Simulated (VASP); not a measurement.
A run of VASP 6.6.1 is set up as follows.

File INCAR:

```
SYSTEM = C
PREC     = Accurate       ! precision mode
ENCUT    = 520            ! plane-wave cutoff, eV
EDIFF    = 1E-7           ! SCF threshold, eV
ISMEAR   = 0              ! smearing method
SIGMA    = 0.15           ! smearing width, eV
LREAL    = .FALSE.        ! projectors in reciprocal space
LASPH    = .TRUE.         ! aspherical terms in the spheres
NELM     = 80             ! most SCF steps
ALGO     = Normal         ! electronic algorithm
ISIF     = 2              ! what is computed and relaxed
LWAVE    = .FALSE.        ! write WAVECAR
LCHARG   = .FALSE.        ! write CHGCAR
GGA      = CA             ! functional
NBANDS   = 11             ! bands
```

The input KPOINTS:

```
regular mesh
0
G
  21 21 6
  0 0 0
```

File POSCAR:

```
C
1.0
    2.2735000000      0.0000000000      0.0000000000
   -1.1367500000      1.9689087555      0.0000000000
    0.0000000000      0.0000000000      8.0977000000
C
2
Direct
    0.3333333333      0.6666666667      0.0000000000
    0.6666666667      0.3333333333      0.0000000000
```

Potentials or basis: VASP PAW LDA potentials, release 64 (C).

Run with:

```bash
$ cat potpaw_LDA.64/C/POTCAR > POTCAR
$ mpirun -np 1 vasp_std > vasp.out
```

Q: What does it give for the band gap on the k mesh?

A: Zero (filled and empty bands touch).
